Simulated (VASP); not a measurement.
Write the native input for VASP 6.6.1 that does the following.

| Item | Value |
| --- | --- |
| Task | single point |
| Functional | PBE |
| Potentials or basis | VASP PAW PBE potentials, release 64 (Li_sv, H) |
| Cutoff | 520 eV |
| k mesh | 11 × 11 × 11 |
| Occupations | gaussian, width 0.02 eV |
| Spin | no spin polarisation |
| Dipole correction | no |
| Further INCAR settings | ALGO = Normal; EDIFF = 1e-06; NBANDS = 9 |

The structure of LiH lies in POSCAR:

```
LiH
1.0
    0.0000000000      2.0367500000      2.0367500000
    2.0367500000      0.0000000000      2.0367500000
    2.0367500000      2.0367500000      0.0000000000
Li H
1 1
Direct
    0.0000000000      0.0000000000      0.0000000000
    0.5000000000      0.5000000000      0.5000000000
```

These files were run (other wordings do the same):

INCAR

```
PREC = Accurate
ENCUT = 520
EDIFF = 1E-6
ISMEAR = 0
SIGMA = 0.02
LREAL = F
LASPH = T
NELM = 80
ALGO = Normal
ISIF = 2
LWAVE = F
LCHARG = F
GGA = PE
NBANDS = 9
```

KPOINTS

```
regular mesh
0
Gamma
  11 11 11
```

Potentials or basis: VASP PAW PBE potentials, release 64 (Li_sv, H).

Run with:

```sh
$ cat potpaw_PBE.64/Li_sv/POTCAR potpaw_PBE.64/H/POTCAR > POTCAR
$ mpirun -np 1 vasp_std > vasp.out
```

Results of the run:

The band gap on the k mesh is 3.20 eV, direct.

It took 5.1 s on 1 thread of Intel(R) Xeon(R) Platinum 8488C (Sapphire Rapids), on a shared host, peak memory 0.13 GiB.
